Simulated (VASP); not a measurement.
# Ir (P6_3/mmc) in VASP: further runs, part 2 of 2

VASP 6.6.1. The steps go on from the part before.

**3. Single point, PBE**

This run uses another cell than the first one, of 14.12 Å³/atom, 1.010 times its volume.

File INCAR:

```
  PREC = Accurate
  ENCUT = 520
  EDIFF = 1E-6
  ISMEAR = 0
  SIGMA = 0.15
  LREAL = False
  LASPH = True
  NELM = 60
  ALGO = Normal
  ISIF = 2
  LWAVE = False
  LCHARG = True
  GGA = PE
  LELF = True
  LVHAR = True
  NBANDS = 16
```

File KPOINTS:

```
regular mesh
0
Gamma
  18 18 10
```

File POSCAR:

```
Ir
1.0
    2.6837000000      0.0000000000      0.0000000000
   -1.3418500000      2.3241523762      0.0000000000
    0.0000000000      0.0000000000      4.5272000000
Ir
2
Direct
    0.6666666667      0.3333333333      0.7500000000
    0.3333333333      0.6666666667      0.2500000000
```

Potentials or basis: VASP PAW PBE potentials, release 64 (Ir).

Command:

```
cat potpaw_PBE.64/Ir/POTCAR > POTCAR
mpirun -np 1 vasp_std > vasp.out
```

OUTCAR:

```text
PREC = Accurate
   ENCUT = 520
   EDIFF = 1E-6
   ISMEAR = 0
   LREAL = False
   LASPH = True
   NELM = 60
   ISIF = 2
   GGA = PE

 ion  position               nearest neighbor table
   1  0.667  0.333  0.750-   2 2.74   2 2.74   2 2.74   2 2.74   2 2.74   2 2.74
   2  0.333  0.667  0.250-   1 2.74   1 2.74   1 2.74   1 2.74   1 2.74   1 2.74

  LATTYP: Found a hexagonal cell.
 ALAT       =     2.6837000000
 C/A-ratio  =     1.6869247680

  Lattice vectors:

 A1 = (   2.6837000000,   0.0000000000,   0.0000000000)
 A2 = (  -1.3418500000,   2.3241523762,   0.0000000000)
 A3 = (   0.0000000000,   0.0000000000,   4.5272000000)

Analysis of symmetry for initial positions (statically):
=====================================================================
 Subroutine PRICEL returns:
 Original cell was already a primitive cell.

 Routine SETGRP: Setting up the symmetry group for a
 hexagonal supercell.

 Subroutine GETGRP returns: Found 24 space group operations
 (whereof 12 operations were pure point group operations)
 out of a pool of 24 trial point group operations.

The static configuration has the point symmetry D_3d.
 The point group associated with its full space group is D_6h.

Analysis of symmetry for dynamics (positions and initial velocities):
=====================================================================
 Subroutine PRICEL returns:
 Original cell was already a primitive cell.

 Routine SETGRP: Setting up the symmetry group for a
 hexagonal supercell.

 Subroutine GETGRP returns: Found 24 space group operations
 (whereof 12 operations were pure point group operations)
 out of a pool of 24 trial point group operations.

The dynamic configuration has the point symmetry D_3d.
 The point group associated with its full space group is D_6h.

[... 108 lines left out ...]
   PSTRESS=    0.0 pullay stress
   NELECT =      18.0000    total number of electrons
   NUPDOWN=      -1.0000    fix difference up-down
   EMIN   =  10.00;   EMAX   =-10.00  energy-range for DOS
   EFERMI =   0.00;   METHOD = LEGACY
   ISMEAR =     0;   SIGMA  =   0.15  broadening in eV -4-tet -1-fermi 0-gaus
   EFERMI_NEDOS =   21; number of points for ismear=-14 and -15
   IALGO  =     38    algorithm
   IMIX   =      4    mixing-type and parameters
     AMIX     =   0.40;   BMIX     =  1.00
     AMIX_MAG =   1.60;   BMIX_MAG =  1.00
  volume/ion in A,a.u.               =      14.12        95.28
  Fermi-wavevector in a.u.,A,eV,Ry     =   1.408931  2.662493 27.008725  1.985085
  Thomas-Fermi vector in A             =   2.531038
   LORBIT       =      0    0 simple, 1 ext, 2 COOP (PROOUT), +10 PAW based schemes
   GGA     = PE    functional components
   LHFCALC =     F    Hartree Fock is set to
   AEXX    =    0.0000 exact exchange contribution
   IVDW    =     0    specifies the selected vdW correction
   LEPSILON=     F    determine dielectric tensor
   LRPA    =     F    only Hartree local field effects (RPA)
 non-spin polarized calculation
 Gauss-broadening in eV      SIGMA  =   0.15
  energy-cutoff  :      520.00
  volume of cell :       28.24
 maximum number of plane-waves:       780
 NGX is ok and might be reduce to    20
   NGX =  9   NGY =  9   NGZ = 17

 number of electron      18.0000001 magnetization

 Free energy of the ion-electron system (eV)
  ---------------------------------------------------
  ext. energy  EPLUGINS =         0.00000000
  ---------------------------------------------------
  free energy    TOTEN  =       -17.49407640 eV

  energy without entropy =      -17.46869893  energy(sigma->0) =      -17.48138767

 E-fermi :  10.5147     XC(G=0): -13.9986

 val. band max:       10.5078081319   @ k =   0.3333   0.0556   0.0000
 cond. band min:      10.5293190548   @ k =   0.0556  -0.0000   0.4000
 fundamental gap:      0.0215109229
 Fermi energy:        10.5147276443

 k-point     1 :       0.0000    0.0000    0.0000
  band No.  band energies     occupation
      1      -0.6995      2.00000
      2       2.2394      2.00000
      3       6.2019      2.00000
      4       6.7064      2.00000
      5       6.7064      2.00000
      6       7.2779      2.00000
[... 433 lines left out ...]
      3       3.7292      2.00000
      4       6.4764      2.00000
      5       6.6127      2.00000
      6       6.8401      2.00000
[... 8 lines left out ...]
     15      20.8561      0.00000
     16      24.0264      0.00000

 [... further k-points ...]
[... 5 lines left out ...]
  --------------------------------------------------------------------------------------
  -------------------------------------------------------------------------------------
  Total        3.1749940      3.1749940      0.3950955      0.0000000     -0.0000000      0.0000000
  in kB      180.1462587    180.1462588     22.4173551      0.0000000     -0.0000000      0.0000000
  external PRESSURE =     127.5699575 kB  Pullay stress =       0.0000000 kB

 VOLUME and BASIS-vectors are now :
 -----------------------------------------------------------------------------
  energy-cutoff  :      520.00
  volume of cell :       28.24
      direct lattice vectors                 reciprocal lattice vectors
     2.683700000  0.000000000  0.000000000     0.372619890  0.215132194  0.000000000
    -1.341850000  2.324152376  0.000000000     0.000000000  0.430264388  0.000000000
     0.000000000  0.000000000  4.527200000     0.000000000  0.000000000  0.220887083

 POSITION                                       TOTAL-FORCE (eV/Angst)
 -----------------------------------------------------------------------------------
      1.34185      0.77472      3.39540        -0.000000      0.000000      0.000000
     -0.00000      1.54943      1.13180         0.000000     -0.000000      0.000000
 -----------------------------------------------------------------------------------
    total drift:                               -0.000000      0.000000     -0.000000

  FREE ENERGIE OF THE ION-ELECTRON SYSTEM (eV)
  ---------------------------------------------------
  free  energy   TOTEN  =       -17.4940764035 eV

  energy  without entropy=      -17.4686989266  energy(sigma->0) =      -17.48138767
```

It took 48 s on 1 thread of Intel Xeon Platinum 8488C (Sapphire Rapids), shared host; peak memory 0.2 GiB.

What came out:

* Free energy: -17.4941 eV
* Pressure: 12.8 GPa
* Band gap on the k mesh: zero (band 9 reaches 11.74 eV, above the bottom of band 10 at 8.16 eV)

Stress tensor (GPa, compression positive):
```
18.01  0.00  0.00
 0.00 18.01  0.00
 0.00  0.00  2.24
```

Caveat: spin-orbit coupling is left out, which moves the levels of the heavy elements.

**4. Single point, PBE**

This run uses another cell than the first one, of 15.42 Å³/atom, 1.103 times its volume.

File INCAR:

```
SYSTEM = Ir
ALGO = Normal
EDIFF = 1E-6
ENCUT = 520
GGA = PE
ISIF = 2
ISMEAR = 0
LASPH = .TRUE.
LCHARG = .TRUE.
LELF = .TRUE.
LREAL = .FALSE.
LVHAR = .TRUE.
LWAVE = .FALSE.
NBANDS = 16
NELM = 80
PREC = Accurate
SIGMA = 0.15
```

File KPOINTS:

```
k-points
0
G
  18 18 10
  0 0 0
```

File POSCAR:

```
Ir
1.0
    2.8760000000      0.0000000000      0.0000000000
   -1.4380000000      2.4906890613      0.0000000000
    0.0000000000      0.0000000000      4.3045000000
Ir
2
Direct
    0.6666666667      0.3333333333      0.7500000000
    0.3333333333      0.6666666667      0.2500000000
```

Potentials or basis: VASP PAW PBE potentials, release 64 (Ir).

Command:

```
cat potpaw_PBE.64/Ir/POTCAR > POTCAR
mpirun -np 1 vasp_std > vasp.out
```

OUTCAR:

```text
SYSTEM = Ir
   EDIFF = 1E-6
   ENCUT = 520
   GGA = PE
   ISIF = 2
   ISMEAR = 0
   LASPH = .TRUE.
   LREAL = .FALSE.
   NELM = 80
   PREC = Accurate

 ion  position               nearest neighbor table
   1  0.667  0.333  0.750-   2 2.72   2 2.72   2 2.72   2 2.72   2 2.72   2 2.72
   2  0.333  0.667  0.250-   1 2.72   1 2.72   1 2.72   1 2.72   1 2.72   1 2.72

  LATTYP: Found a hexagonal cell.
 ALAT       =     2.8760000000
 C/A-ratio  =     1.4966968011

  Lattice vectors:

 A1 = (   2.8760000000,   0.0000000000,   0.0000000000)
 A2 = (  -1.4380000000,   2.4906890613,   0.0000000000)
[... 628 lines left out ...]
      4       4.9679      2.00000
      5       5.2240      2.00000
      6       6.2277      2.00000
[... 8 lines left out ...]
     15      19.6666      0.00000
     16      21.6486      0.00000

 [... further k-points ...]
[... 5 lines left out ...]
  --------------------------------------------------------------------------------------
  -------------------------------------------------------------------------------------
  Total       -3.8759711     -3.8759711     -0.3053427     -0.0000000     -0.0000000      0.0000000
  in kB     -201.4002518   -201.4002518    -15.8659846     -0.0000000     -0.0000000      0.0000000
  external PRESSURE =    -139.5554961 kB  Pullay stress =       0.0000000 kB

 VOLUME and BASIS-vectors are now :
 -----------------------------------------------------------------------------
  energy-cutoff  :      520.00
  volume of cell :       30.83
      direct lattice vectors                 reciprocal lattice vectors
     2.876000000  0.000000000  0.000000000     0.347705146  0.200747660  0.000000000
    -1.438000000  2.490689061  0.000000000     0.000000000  0.401495319  0.000000000
     0.000000000  0.000000000  4.304500000     0.000000000  0.000000000  0.232315019

 POSITION                                       TOTAL-FORCE (eV/Angst)
 -----------------------------------------------------------------------------------
      1.43800      0.83023      3.22837         0.000000     -0.000000      0.000000
     -0.00000      1.66046      1.07612        -0.000000      0.000000      0.000000
 -----------------------------------------------------------------------------------
    total drift:                                0.000000     -0.000000      0.000000

  FREE ENERGIE OF THE ION-ELECTRON SYSTEM (eV)
  ---------------------------------------------------
  free  energy   TOTEN  =       -17.3739169157 eV

  energy  without entropy=      -17.3351366012  energy(sigma->0) =      -17.35452676
```

It took 70 s on 1 thread of Intel Xeon 8259CL, shared host; peak memory 0.22 GiB.

What came out:

- Free energy: -17.3739 eV
- Pressure: -14.0 GPa
- Band gap on the k mesh: zero (band 9 reaches 9.76 eV, above the bottom of band 10 at 7.14 eV)

Caveat: spin-orbit coupling is left out, which moves the levels of the heavy elements.

**5. Single point, PBE**

This run uses another cell than the first one, of 15.41 Å³/atom, 1.102 times its volume.

File INCAR:

```
ALGO = Fast
EDIFF = 1E-7
ENCUT = 520
GGA = PE
ISIF = 2
ISMEAR = 0
LASPH = T
LCHARG = F
LREAL = F
LWAVE = F
NBANDS = 16
NELM = 80
PREC = Accurate
SIGMA = 0.15
```

File KPOINTS:

```
k-points
0
Gamma
  18 18 10
```

File POSCAR:

```
Ir
1.0
    2.7203000000      0.0000000000      0.0000000000
   -1.3601500000      2.3558489059      0.0000000000
    0.0000000000      0.0000000000      4.8092000000
Ir
2
Direct
    0.6666666667      0.3333333333      0.7500000000
    0.3333333333      0.6666666667      0.2500000000
```

Command:

```
cat potpaw_PBE.64/Ir/POTCAR > POTCAR
mpirun -np 1 vasp_std > vasp.out
```

Run time: 3.3 min. Hardware: 1 thread of Intel Xeon 8259CL, shared host; peak memory 0.21 GiB.

It converged, with:

- Free energy: -17.3454 eV
- Pressure: -13.9 GPa
- Band gap on the k mesh: zero (band 9 reaches 10.32 eV, above the bottom of band 10 at 7.15 eV)

Stress tensor (GPa, compression positive):
```
 -6.09   0.00   0.00
  0.00  -6.09   0.00
  0.00   0.00 -29.66
```

Levels at points of the mesh, in eV from the Fermi level:
```tsv
k point	band 5	band 6	band 7	band 8	band 9	band 10	band 11	band 12	band 13	band 14
(0.00, 0.00, 0.00)	-3.26	-2.85	-2.85	-1.33	-1.33	-1.18	0.40	0.40	5.29	14.97
(0.50, 0.00, 0.00)	-2.89	-2.88	-2.60	0.61	1.22	1.44	2.91	4.39	7.78	8.99
(0.00, 0.00, 0.50)	-3.23	-3.23	-3.23	-3.23	-0.24	-0.24	-0.24	-0.24	11.99	11.99
(0.50, 0.00, 0.50)	-1.43	-1.43	-0.64	-0.64	1.34	1.34	1.95	1.95	7.41	7.41
```

Caveat: spin-orbit coupling is left out, which moves the levels of the heavy elements.

**6. The runs side by side**

```csv
cell,gap on the mesh (eV),pressure (GPa)
"a = 2.693, b = 2.693, c = 4.453 Å, angles 90.0, 90.0, 120.0°, 2 atoms",none,16.3
"a = 2.684, b = 2.684, c = 4.527 Å, angles 90.0, 90.0, 120.0°, 2 atoms",none,12.8
"a = 2.876, b = 2.876, c = 4.304 Å, angles 90.0, 90.0, 120.0°, 2 atoms",none,-14.0
"a = 2.720, b = 2.720, c = 4.809 Å, angles 90.0, 90.0, 120.0°, 2 atoms",none,-13.9
```

Alike in all rows: task single point; level PBE; potentials or basis VASP PAW PBE potentials, release 64 (Ir); no spin polarisation; k mesh 18 × 18 × 10; cutoff (eV) 520; smearing gaussian 0.15 eV.

Caveats: spin-orbit coupling is left out, which moves the levels of the heavy elements.

Absolute energies hang on the potentials; compare differences alone.
